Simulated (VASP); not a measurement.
Here is a VASP 6.6.1 calculation.

INCAR

```
SYSTEM = Mg3CdSe4
PREC = Accurate
ENCUT = 520
EDIFF = 1E-6
ISMEAR = 0
SIGMA = 0.1
LREAL = .False.
LASPH = .True.
NELM = 60
ALGO = Normal
ISIF = 2
LWAVE = .False.
LCHARG = .False.
GGA = PE
NBANDS = 31
```

KPOINTS

```
Automatic mesh
0
Gamma
  4 4 1
  0 0 0
```

The input POSCAR:

```
Mg3CdSe4
1.0
    4.2840619631      0.0000000000      0.0000000000
    0.0000000000      4.2840619631      0.0000000000
    0.0000000000      0.0000000000     12.0372593064
Mg Cd Se
3 1 4
Direct
    1.0000000000      0.0000000000      0.7546136049
    0.5000000000      0.5000000000      0.0000000000
    1.0000000000      0.0000000000      0.2453863951
    0.5000000000      0.5000000000      0.5000000000
    0.5000000000      0.0000000000      0.1226959202
    0.0000000000      0.5000000000      0.3670790743
    0.5000000000      0.0000000000      0.6329209257
    0.0000000000      0.5000000000      0.8773040798
```

Potentials or basis: VASP PAW PBE potentials, release 64 (Mg, Cd, Se).

The run is started by

```console
$ cat potpaw_PBE.64/Mg/POTCAR potpaw_PBE.64/Cd/POTCAR potpaw_PBE.64/Se/POTCAR > POTCAR
$ mpirun -np 1 vasp_std > vasp.out
```

Task: What does it give for the band gap on the k mesh?

Result: 1.86 eV.

Task: Estimate the pressure.

Result: 0.0 GPa.

Task: Predict the largest force.

Result: 0.049 eV/Å.

Stress tensor (GPa, compression positive):
```
 0.09  0.00  0.00
 0.00  0.09  0.00
 0.00  0.00 -0.05
```

Caveat: the k points lie up to 0.52 Å⁻¹ apart.
